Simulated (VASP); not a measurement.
# BN (P6_3/mmc) in VASP: a series of runs

The runs below take BN through single point, with PBEsol.

Everything below comes from runs of VASP 6.6.1. Logs are shortened: lines on timing, memory, paths and dates and some standing lists are left out, and cuts for length are marked.

## 1. The cell of the first run

The structure is hexagonal, space group P6_3/mmc (No. 194). Conventional cell: a = 2.498 Å, b = 2.498 Å, c = 6.636 Å, α = 90.00°, β = 90.00°, γ = 120.00°. B (site symmetry -6m2) has 3 N at 1.44 Å within 1.9 Å. N (site symmetry -6m2) has 3 B at 1.44 Å within 1.9 Å.

## 2. Single point, PBEsol

File INCAR:

```
SYSTEM = BN
  PREC = Accurate
  ENCUT = 600
  EDIFF = 1E-6
  ISMEAR = -1
  SIGMA = 0.02
  LREAL = .FALSE.
  LASPH = .TRUE.
  NELM = 120
  ALGO = Normal
  ISIF = 2
  LWAVE = .FALSE.
  LCHARG = .TRUE.
  GGA = PS
  LELF = .TRUE.
  LVHAR = .TRUE.
  NBANDS = 16
  GGA_COMPAT = .FALSE.
```

File KPOINTS:

```
regular mesh
0
G
  13 13 4
  0 0 0
```

File POSCAR:

```
BN
1.0
    2.4982400000      0.0000000000      0.0000000000
   -1.2491200000      2.1635393048      0.0000000000
    0.0000000000      0.0000000000      6.6357000000
B N
2 2
Direct
    0.3333333333      0.6666666667      0.2500000000
    0.6666666667      0.3333333333      0.7500000000
    0.3333333333      0.6666666667      0.7500000000
    0.6666666667      0.3333333333      0.2500000000
```

Potentials or basis: VASP PAW PBE potentials, release 64 (B, N).

Run with:

```
> cat potpaw_PBE.64/B/POTCAR potpaw_PBE.64/N/POTCAR > POTCAR
> mpirun -np 1 vasp_std > vasp.out
```

OUTCAR:

```text
SYSTEM = BN
   PREC = Accurate
   ENCUT = 600
   EDIFF = 1E-6
   ISMEAR = -1
   LREAL = .FALSE.
   LASPH = .TRUE.
   NELM = 120
   ISIF = 2
   GGA = PS

 ion  position               nearest neighbor table
   1  0.333  0.667  0.250-   4 1.44   4 1.44   4 1.44
   2  0.667  0.333  0.750-   3 1.44   3 1.44   3 1.44
   3  0.333  0.667  0.750-   2 1.44   2 1.44   2 1.44
   4  0.667  0.333  0.250-   1 1.44   1 1.44   1 1.44

  LATTYP: Found a hexagonal cell.
 ALAT       =     2.4982400000
 C/A-ratio  =     2.6561499296

  Lattice vectors:

 A1 = (   2.4982400000,   0.0000000000,   0.0000000000)
 A2 = (  -1.2491200000,   2.1635393048,   0.0000000000)
 A3 = (   0.0000000000,   0.0000000000,   6.6357000000)

Analysis of symmetry for initial positions (statically):
=====================================================================
 Subroutine PRICEL returns:
 Original cell was already a primitive cell.

 Routine SETGRP: Setting up the symmetry group for a
 hexagonal supercell.

 Subroutine GETGRP returns: Found 24 space group operations
 (whereof 12 operations were pure point group operations)
 out of a pool of 24 trial point group operations.

The static configuration has the point symmetry D_3d.
 The point group associated with its full space group is D_6h.

Analysis of symmetry for dynamics (positions and initial velocities):
=====================================================================
 Subroutine PRICEL returns:
 Original cell was already a primitive cell.

 Routine SETGRP: Setting up the symmetry group for a
 hexagonal supercell.

 Subroutine GETGRP returns: Found 24 space group operations
 (whereof 12 operations were pure point group operations)
 out of a pool of 24 trial point group operations.

The dynamic configuration has the point symmetry D_3d.
 The point group associated with its full space group is D_6h.

 Subroutine INISYM returns: Found 24 space group operations
 (whereof 12 operations are pure point group operations),
 and found     1 'primitive' translations

----------------------------------------------------------------------------------------

                                     Primitive cell

  volume of cell :      35.8662

  direct lattice vectors                    reciprocal lattice vectors
     2.498240000  0.000000000  0.000000000     0.400281798  0.231102804  0.000000000
    -1.249120000  2.163539305  0.000000000     0.000000000  0.462205608  0.000000000
     0.000000000  0.000000000  6.635700000     0.000000000  0.000000000  0.150700002

  length of vectors
     2.498240000  2.498240000  6.635700000     0.462205608  0.462205608  0.150700002

  position of ions in fractional coordinates (direct lattice)
     0.333333333  0.666666667  0.250000000
     0.666666667  0.333333333  0.750000000
     0.333333333  0.666666667  0.750000000
     0.666666667  0.333333333  0.250000000

  ion indices of the primitive-cell ions
   primitive index   ion index
                 1           1
                 2           2
                 3           3
                 4           4

----------------------------------------------------------------------------------------

 KPOINTS: regular mesh

Automatic generation of k-mesh.
 Grid dimensions read from file:
 generate k-points for:   13   13    4

 Generating k-lattice:

  Cartesian coordinates                     Fractional coordinates (reciprocal lattice)
     0.030790908  0.017777139  0.000000000     0.076923077  0.000000000  0.000000000
     0.000000000  0.035554278  0.000000000     0.000000000  0.076923077  0.000000000
     0.000000000  0.000000000  0.037675000     0.000000000  0.000000000  0.250000000

  Length of vectors
     0.035554278  0.035554278  0.037675000

  Shift w.r.t. Gamma in fractional coordinates (k-lattice)
     0.000000000  0.000000000  0.000000000

 Subroutine IBZKPT returns following result:
 ===========================================

 Found     63 irreducible k-points:

 Following reciprocal coordinates:
            Coordinates               Weight
  0.000000  0.000000  0.000000      1.000000
  0.076923  0.000000  0.000000      6.000000
  0.153846  0.000000  0.000000      6.000000
  0.230769  0.000000  0.000000      6.000000
  0.307692  0.000000  0.000000      6.000000
  0.384615  0.000000  0.000000      6.000000
[... 16 lines left out ...]
  0.076923  0.000000  0.250000     12.000000
  0.153846  0.000000  0.250000     12.000000
 [... further k-points ...]
   k-points           NKPTS =     63   k-points in BZ     NKDIM =     63   number of bands    NBANDS=     16
   number of dos      NEDOS =    301   number of ions     NIONS =      4
   total plane-waves  NPLWV =  21600
   dimension x,y,z NGX =    20 NGY =   20 NGZ =   54
   dimension x,y,z NGXF=    40 NGYF=   40 NGZF=  108
   ions per type =               2   2
   NGX,Y,Z   is equivalent  to a cutoff of  13.31, 13.31, 13.53 a.u.
   NGXF,Y,Z  is equivalent  to a cutoff of  26.62, 26.62, 27.06 a.u.
 SYSTEM =  BN
   PREC   = accura    normal or accurate (medium, high low for compatibility)
   ISTART =      0    job   : 0-new  1-cont  2-samecut
   ICHARG =      2    charge: 1-file 2-atom 10-const
   ISPIN  =      1    spin polarized calculation?
   LNONCOLLINEAR =      F non collinear calculations
   LSORBIT =      F    spin-orbit coupling
   LASPH  =      T    aspherical Exc in radial PAW
   ENCUT  =  600.0 eV  44.10 Ry    6.64 a.u.   4.99  4.99 13.25*2*pi/ulx,y,z
   NELM   =    120;   NELMIN=  2; NELMDL= -5     # of ELM steps
   EDIFF  = 0.1E-05   stopping-criterion for ELM
   LREAL  =      F    real-space projection
   EDIFFG = 0.1E-04   stopping-criterion for IOM
   NSW    =      0    number of steps for IOM
   IBRION =     -1    ionic relax: 0-MD 1-quasi-New 2-CG
   NFREE  =      0    steps in history (QN), initial steepest desc. (CG)
   ISIF   =      2    stress and relaxation
   ISYM   =      2    0-nonsym 1-usesym 2-fastsym
   POTIM  = 0.5000    time-step for ionic-motion
   TEBEG  =    0.0;   TEEND  =   0.0 temperature during run
   PSTRESS=    0.0 pullay stress
   NELECT =      16.0000    total number of electrons
   NUPDOWN=      -1.0000    fix difference up-down
   EMIN   =  10.00;   EMAX   =-10.00  energy-range for DOS
   EFERMI =   0.00;   METHOD = LEGACY
   ISMEAR =    -1;   SIGMA  =   0.02  broadening in eV -4-tet -1-fermi 0-gaus
   EFERMI_NEDOS =   21; number of points for ismear=-14 and -15
   IALGO  =     38    algorithm
   IMIX   =      4    mixing-type and parameters
     AMIX     =   0.40;   BMIX     =  1.00
     AMIX_MAG =   1.60;   BMIX_MAG =  1.00
  volume/ion in A,a.u.               =       8.97        60.51
  Fermi-wavevector in a.u.,A,eV,Ry     =   1.250891  2.363842 21.289433  1.564729
  Thomas-Fermi vector in A             =   2.384864
   LORBIT       =      0    0 simple, 1 ext, 2 COOP (PROOUT), +10 PAW based schemes
   GGA     = PS    functional components
   LHFCALC =     F    Hartree Fock is set to
   AEXX    =    0.0000 exact exchange contribution
   IVDW    =     0    specifies the selected vdW correction
   LEPSILON=     F    determine dielectric tensor
   LRPA    =     F    only Hartree local field effects (RPA)
 non-spin polarized calculation
  energy-cutoff  :      600.00
  volume of cell :       35.87
 maximum number of plane-waves:      1219
 NGX is ok and might be reduce to    20
   NGX =  9   NGY =  9   NGZ = 27

 number of electron      15.9999998 magnetization

 Free energy of the ion-electron system (eV)
  ---------------------------------------------------
  ext. energy  EPLUGINS =         0.00000000
  ---------------------------------------------------
  free energy    TOTEN  =       -36.56982965 eV

  energy without entropy =      -36.56982965  energy(sigma->0) =      -36.56982965

 E-fermi :   2.7243     XC(G=0): -10.3222

 val. band max:        2.2695803193   @ k =   0.3077   0.3077   0.0000
 cond. band min:       6.4655399744   @ k =   0.4615   0.0769   0.0000
 fundamental gap:      4.1959596551
 Fermi energy:         2.7243192445

 k-point     1 :       0.0000    0.0000    0.0000
  band No.  band energies     occupation
      1     -15.5783      2.00000
      2     -15.2737      2.00000
      3      -4.1069      2.00000
      4      -1.9240      2.00000
      5       0.9262      2.00000
      6       0.9262      2.00000
[... 8 lines left out ...]
     15      14.5619      0.00000
     16      15.3035      0.00000

 k-point     2 :       0.0769    0.0000    0.0000
  band No.  band energies     occupation
      1     -15.4613      2.00000
      2     -15.1607      2.00000
      3      -3.9460      2.00000
      4      -1.7796      2.00000
      5       0.4445      2.00000
      6       0.4774      2.00000
[... 8 lines left out ...]
     15      14.8658      0.00000
     16      14.9758      0.00000

 k-point     3 :       0.1538    0.0000    0.0000
  band No.  band energies     occupation
      1     -15.1152      2.00000
      2     -14.8269      2.00000
      3      -3.4682      2.00000
      4      -1.3535      2.00000
      5      -0.8050      2.00000
      6      -0.7670      2.00000
[... 8 lines left out ...]
     15      15.8303      0.00000
     16      15.9559      0.00000

 k-point     4 :       0.2308    0.0000    0.0000
  band No.  band energies     occupation
      1     -14.5581      2.00000
      2     -14.2911      2.00000
      3      -2.6903      2.00000
      4      -2.4435      2.00000
      5      -2.3867      2.00000
      6      -0.6720      2.00000
[... 8 lines left out ...]
     15      17.5211      0.00000
     16      17.7409      0.00000
[... 324 lines left out ...]
 k-point    22 :       0.0000    0.0000    0.2500
  band No.  band energies     occupation
      1     -15.5362      2.00000
      2     -15.3210      2.00000
      3      -3.8422      2.00000
      4      -2.3216      2.00000
      5       0.9317      2.00000
      6       0.9317      2.00000
[... 8 lines left out ...]
     15      14.8010      0.00000
     16      15.2484      0.00000

 k-point    23 :       0.0769    0.0000    0.2500
  band No.  band energies     occupation
      1     -15.4197      2.00000
      2     -15.2073      2.00000
      3      -3.6834      2.00000
      4      -2.1746      2.00000
      5       0.4507      2.00000
      6       0.4754      2.00000
[... 8 lines left out ...]
     15      14.8924      0.00000
     16      14.9802      0.00000

 k-point    24 :       0.1538    0.0000    0.2500
  band No.  band energies     occupation
      1     -15.0752      2.00000
      2     -14.8715      2.00000
      3      -3.2128      2.00000
      4      -1.7466      2.00000
      5      -0.7944      2.00000
      6      -0.7587      2.00000
[... 8 lines left out ...]
     15      15.7282      0.00000
     16      15.8122      0.00000

 [... further k-points ...]
[... 5 lines left out ...]
  --------------------------------------------------------------------------------------
  -------------------------------------------------------------------------------------
  Total        0.6899305      0.6899305      0.1542084     -0.0000000      0.0000000      0.0000000
  in kB       30.8198292     30.8198292      6.8886296     -0.0000000      0.0000000      0.0000000
  external PRESSURE =      22.8427627 kB  Pullay stress =       0.0000000 kB

 VOLUME and BASIS-vectors are now :
 -----------------------------------------------------------------------------
  energy-cutoff  :      600.00
  volume of cell :       35.87
      direct lattice vectors                 reciprocal lattice vectors
     2.498240000  0.000000000  0.000000000     0.400281798  0.231102804  0.000000000
    -1.249120000  2.163539305  0.000000000     0.000000000  0.462205608  0.000000000
     0.000000000  0.000000000  6.635700000     0.000000000  0.000000000  0.150700002

 POSITION                                       TOTAL-FORCE (eV/Angst)
 -----------------------------------------------------------------------------------
     -0.00000      1.44236      1.65892        -0.000000      0.000000      0.000000
      1.24912      0.72118      4.97677         0.000000     -0.000000      0.000000
     -0.00000      1.44236      4.97677        -0.000000      0.000000      0.000000
      1.24912      0.72118      1.65892         0.000000     -0.000000      0.000000
 -----------------------------------------------------------------------------------
    total drift:                                0.000000     -0.000000      0.000000

  FREE ENERGIE OF THE ION-ELECTRON SYSTEM (eV)
  ---------------------------------------------------
  free  energy   TOTEN  =       -36.5698296497 eV

  energy  without entropy=      -36.5698296496  energy(sigma->0) =      -36.56982965
```

Wall time 28 s (1 thread of Intel Xeon Platinum 8259CL at 2.50GHz (Skylake/Cascade Lake), shared host); peak memory 0.17 GiB.

Results:

```yaml
Free_energy: -36.5698 eV
Pressure: 2.3 GPa
Band_gap_on_the_k_mesh: 4.20 eV, indirect (least direct gap 4.61 eV)
```

Stress tensor (GPa, compression positive):
```
3.08 0.00 0.00
0.00 3.08 0.00
0.00 0.00 0.69
```

Caveat: the PAW data sets were made with another functional, which shifts forces and pressure a little; this functional lacks dispersion, which binds the layers, so the pressure and a relaxed spacing across them are unreliable.

(Continued in part 2 of 2.)
